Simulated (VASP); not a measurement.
# B (Im-3m) in VASP: notebook, part 2 of 2

VASP 6.6.1. The steps go on from the part before.

**5. Single point, revPBE (volume scaled by 1.04)**

The input, INCAR:

```
ALGO = Normal ; EDIFF = 1E-6
ENCUT = 520 ; GGA = RE
ISIF = 2 ; ISMEAR = -1
LASPH = True ; LCHARG = False
LREAL = False ; LWAVE = False
NBANDS = 8 ; NELM = 80
PREC = Accurate ; SIGMA = 0.1
```

The input, KPOINTS:

```
k-points
0
Gamma
  21 21 21
```

The input, POSCAR:

```
B
1.0
   -1.1746546489      1.1746546489      1.1746546489
    1.1746546489     -1.1746546489      1.1746546489
    1.1746546489      1.1746546489     -1.1746546489
B
1
Direct
    0.0000000000      0.0000000000      0.0000000000
```

Potentials or basis: VASP PAW PBE potentials, release 64 (B).

Run with:

```sh
$ cat potpaw_PBE.64/B/POTCAR > POTCAR
$ mpirun -np 1 vasp_std > vasp.out
```

OUTCAR:

```text
EDIFF = 1E-6
   ENCUT = 520
   GGA = RE
   ISIF = 2
   ISMEAR = -1
   LASPH = True
   LREAL = False
   NELM = 80
   PREC = Accurate

 ion  position               nearest neighbor table
   1  0.000  0.000  0.000-

  LATTYP: Found a body centered cubic cell.
 ALAT       =     2.3493092978

  Lattice vectors:

 A1 = (  -1.1746546489,   1.1746546489,   1.1746546489)
 A2 = (   1.1746546489,  -1.1746546489,   1.1746546489)
 A3 = (   1.1746546489,   1.1746546489,  -1.1746546489)

Analysis of symmetry for initial positions (statically):
=====================================================================
 Subroutine PRICEL returns:
 Original cell was already a primitive cell.

 Routine SETGRP: Setting up the symmetry group for a
 body centered cubic supercell.

 Subroutine GETGRP returns: Found 48 space group operations
 (whereof 48 operations were pure point group operations)
 out of a pool of 48 trial point group operations.

The static configuration has the point symmetry O_h .

Analysis of symmetry for dynamics (positions and initial velocities):
=====================================================================
 Subroutine PRICEL returns:
 Original cell was already a primitive cell.

 Routine SETGRP: Setting up the symmetry group for a
 body centered cubic supercell.

 Subroutine GETGRP returns: Found 48 space group operations
 (whereof 48 operations were pure point group operations)
 out of a pool of 48 trial point group operations.

The dynamic configuration has the point symmetry O_h .

 Subroutine INISYM returns: Found 48 space group operations
 (whereof 48 operations are pure point group operations),
 and found     1 'primitive' translations

----------------------------------------------------------------------------------------

                                     Primitive cell

  volume of cell :       6.4832

  direct lattice vectors                    reciprocal lattice vectors
    -1.174654649  1.174654649  1.174654649     0.000000000  0.425657022  0.425657022
     1.174654649 -1.174654649  1.174654649     0.425657022  0.000000000  0.425657022
     1.174654649  1.174654649 -1.174654649     0.425657022  0.425657022  0.000000000

  length of vectors
     2.034561533  2.034561533  2.034561533     0.601969934  0.601969934  0.601969934

  position of ions in fractional coordinates (direct lattice)
     0.000000000  0.000000000  0.000000000

  ion indices of the primitive-cell ions
   primitive index   ion index
                 1           1

----------------------------------------------------------------------------------------

 KPOINTS: k-points

Automatic generation of k-mesh.
 Grid dimensions read from file:
 generate k-points for:   21   21   21

 Generating k-lattice:

  Cartesian coordinates                     Fractional coordinates (reciprocal lattice)
     0.000000000  0.020269382  0.020269382     0.047619048  0.000000000  0.000000000
     0.020269382  0.000000000  0.020269382     0.000000000  0.047619048  0.000000000
     0.020269382  0.020269382  0.000000000     0.000000000  0.000000000  0.047619048

  Length of vectors
     0.028665235  0.028665235  0.028665235

  Shift w.r.t. Gamma in fractional coordinates (k-lattice)
     0.000000000  0.000000000  0.000000000

 Subroutine IBZKPT returns following result:
 ===========================================

 Found    286 irreducible k-points:

 Following reciprocal coordinates:
            Coordinates               Weight
  0.000000  0.000000  0.000000      1.000000
  0.047619  0.000000  0.000000     12.000000
  0.095238  0.000000  0.000000     12.000000
  0.142857  0.000000  0.000000     12.000000
  0.190476  0.000000  0.000000     12.000000
  0.238095  0.000000  0.000000     12.000000
[... 16 lines left out ...]
  0.142857  0.095238 -0.000000     48.000000
  0.190476  0.095238  0.000000     48.000000
 [... further k-points ...]
   k-points           NKPTS =    286   k-points in BZ     NKDIM =    286   number of bands    NBANDS=      8
   number of dos      NEDOS =    301   number of ions     NIONS =      1
   total plane-waves  NPLWV =   4096
   dimension x,y,z NGX =    16 NGY =   16 NGZ =   16
   dimension x,y,z NGXF=    32 NGYF=   32 NGZF=   32
   ions per type =               1
   NGX,Y,Z   is equivalent  to a cutoff of  13.07, 13.07, 13.07 a.u.
   NGXF,Y,Z  is equivalent  to a cutoff of  26.15, 26.15, 26.15 a.u.
 SYSTEM =  unknown system
   PREC   = accura    normal or accurate (medium, high low for compatibility)
   ISTART =      0    job   : 0-new  1-cont  2-samecut
   ICHARG =      2    charge: 1-file 2-atom 10-const
   ISPIN  =      1    spin polarized calculation?
   LNONCOLLINEAR =      F non collinear calculations
   LSORBIT =      F    spin-orbit coupling
   LASPH  =      T    aspherical Exc in radial PAW
   ENCUT  =  520.0 eV  38.22 Ry    6.18 a.u.   3.78  3.78  3.78*2*pi/ulx,y,z
   NELM   =     80;   NELMIN=  2; NELMDL= -5     # of ELM steps
   EDIFF  = 0.1E-05   stopping-criterion for ELM
   LREAL  =      F    real-space projection
   EDIFFG = 0.1E-04   stopping-criterion for IOM
   NSW    =      0    number of steps for IOM
   IBRION =     -1    ionic relax: 0-MD 1-quasi-New 2-CG
   NFREE  =      0    steps in history (QN), initial steepest desc. (CG)
   ISIF   =      2    stress and relaxation
   ISYM   =      2    0-nonsym 1-usesym 2-fastsym
   POTIM  = 0.5000    time-step for ionic-motion
   TEBEG  =    0.0;   TEEND  =   0.0 temperature during run
   PSTRESS=    0.0 pullay stress
   NELECT =       3.0000    total number of electrons
   NUPDOWN=      -1.0000    fix difference up-down
   EMIN   =  10.00;   EMAX   =-10.00  energy-range for DOS
   EFERMI =   0.00;   METHOD = LEGACY
   ISMEAR =    -1;   SIGMA  =   0.10  broadening in eV -4-tet -1-fermi 0-gaus
   EFERMI_NEDOS =   21; number of points for ismear=-14 and -15
   IALGO  =     38    algorithm
   IMIX   =      4    mixing-type and parameters
     AMIX     =   0.40;   BMIX     =  1.00
     AMIX_MAG =   1.60;   BMIX_MAG =  1.00
  volume/ion in A,a.u.               =       6.48        43.75
  Fermi-wavevector in a.u.,A,eV,Ry     =   1.266247  2.392860 21.815325  1.603381
  Thomas-Fermi vector in A             =   2.399458
   LORBIT       =      0    0 simple, 1 ext, 2 COOP (PROOUT), +10 PAW based schemes
   GGA     = RE    functional components
   LHFCALC =     F    Hartree Fock is set to
   AEXX    =    0.0000 exact exchange contribution
   IVDW    =     0    specifies the selected vdW correction
   LEPSILON=     F    determine dielectric tensor
   LRPA    =     F    only Hartree local field effects (RPA)
 non-spin polarized calculation
  energy-cutoff  :      520.00
  volume of cell :        6.48
 maximum number of plane-waves:       182
   NGX =  7   NGY =  7   NGZ =  7

 number of electron       3.0000000 magnetization

 Free energy of the ion-electron system (eV)
  ---------------------------------------------------
  ext. energy  EPLUGINS =         0.00000000
  ---------------------------------------------------
  free energy    TOTEN  =        -4.76835580 eV

  energy without entropy =       -4.75924648  energy(sigma->0) =       -4.76380114

 E-fermi :   9.4001     XC(G=0): -12.6355

 val. band max:        9.3776092546   @ k =   0.2381   0.2381   0.1905
 cond. band min:       9.4219475910   @ k =  -0.4762  -0.4762   0.4286
 fundamental gap:      0.0443383364
 Fermi energy:         9.4000786494

 k-point     1 :       0.0000    0.0000    0.0000
  band No.  band energies     occupation
      1      -8.6343      2.00000
      2      24.3710      0.00000
      3      24.3710      0.00000
      4      24.3710      0.00000
      5      42.1202      0.00000
      6      42.1202      0.00000
      7      42.1202      0.00000
      8      45.8754      0.00000
[... 243 lines left out ...]
 k-point    24 :       0.1905    0.0952    0.0000
  band No.  band energies     occupation
      1      -5.8360      2.00000
      2      16.9207      0.00000
      3      19.4101      0.00000
      4      22.2183      0.00000
      5      34.8439      0.00000
      6      35.3159      0.00000
      7      43.1081      0.00000
      8      49.0404      0.00000

 [... further k-points ...]

------------------------ aborting loop because EDIFF is reached ----------------------------------------

  FORCE on cell =-STRESS in cart. coord.  units (eV):
  Direction    XX          YY          ZZ          XY          YZ          ZX
  --------------------------------------------------------------------------------------
  -------------------------------------------------------------------------------------
  Total       -0.3223844     -0.3223844     -0.3223844      0.0000000      0.0000000      0.0000000
  in kB      -79.6698546    -79.6698546    -79.6698546      0.0000000      0.0000000      0.0000000
  external PRESSURE =     -79.6698546 kB  Pullay stress =       0.0000000 kB

 VOLUME and BASIS-vectors are now :
 -----------------------------------------------------------------------------
  energy-cutoff  :      520.00
  volume of cell :        6.48
      direct lattice vectors                 reciprocal lattice vectors
    -1.174654649  1.174654649  1.174654649     0.000000000  0.425657022  0.425657022
     1.174654649 -1.174654649  1.174654649     0.425657022  0.000000000  0.425657022
     1.174654649  1.174654649 -1.174654649     0.425657022  0.425657022  0.000000000

 POSITION                                       TOTAL-FORCE (eV/Angst)
 -----------------------------------------------------------------------------------
      0.00000      0.00000      0.00000        -0.000000      0.000000      0.000000
 -----------------------------------------------------------------------------------
    total drift:                               -0.000000     -0.000000      0.000000

  FREE ENERGIE OF THE ION-ELECTRON SYSTEM (eV)
  ---------------------------------------------------
  free  energy   TOTEN  =        -4.7683558034 eV

  energy  without entropy=       -4.7592464794  energy(sigma->0) =       -4.76380114
```

OSZICAR:

```text
N       E                     dE             d eps       ncg     rms          rms(c)
DAV:   1    -0.281897264182E+01   -0.28190E+01   -0.15215E+03  5016   0.293E+02
DAV:   2    -0.477011123319E+01   -0.19511E+01   -0.18598E+01  5992   0.333E+01
DAV:   3    -0.477268658642E+01   -0.25754E-02   -0.25751E-02  5136   0.129E+00
DAV:   4    -0.477268668889E+01   -0.10247E-06   -0.10234E-06  6480   0.764E-03
DAV:   5    -0.477268668893E+01   -0.42789E-10   -0.42711E-11  5128   0.305E-05    0.149E+00
DAV:   6    -0.476998368629E+01    0.27030E-02   -0.29367E-04  5456   0.151E-01    0.882E-01
DAV:   7    -0.476835428542E+01    0.16294E-02   -0.86254E-04  5400   0.258E-01    0.289E-02
DAV:   8    -0.476835680404E+01   -0.25186E-05   -0.27145E-06  5272   0.134E-02    0.642E-03
DAV:   9    -0.476835568678E+01    0.11173E-05   -0.16068E-07  3200   0.378E-03    0.540E-04
DAV:  10    -0.476835580336E+01   -0.11658E-06   -0.98601E-10  2416   0.264E-04
   1 F= -.47683558E+01 E0= -.47638011E+01  d E =-.910932E-02
```

It took 16 s on 1 thread of Intel Xeon 8259CL, shared host; peak memory 0.12 GiB.

What came out:

```
Free energy : -4.7684 eV
Pressure    : -8.0 GPa
```

Caveat: the PAW data sets were made with another functional, which shifts forces and pressure a little.

**6. Overview**

```tsv
cell	k mesh	gap on the mesh (eV)	pressure (GPa)
a = 2.008 Å, angles 109.5°, 1 atom	18 × 18 × 18	none	-0.3
a = 1.924 Å, angles 109.5°, 1 atom	21 × 21 × 21	none	36.2
a = 1.981 Å, angles 109.5°, 1 atom	21 × 21 × 21	none	9.4
a = 2.035 Å, angles 109.5°, 1 atom	21 × 21 × 21	none	-8.0
```

Alike in all rows: task single point; level revPBE; potentials or basis VASP PAW PBE potentials, release 64 (B); no spin polarisation; cutoff (eV) 520; smearing fermi-dirac 0.1 eV.

Caveats: the PAW data sets were made with another functional, which shifts forces and pressure a little.

Total energies depend on the potentials used, so only differences within one code and one set of settings carry meaning.
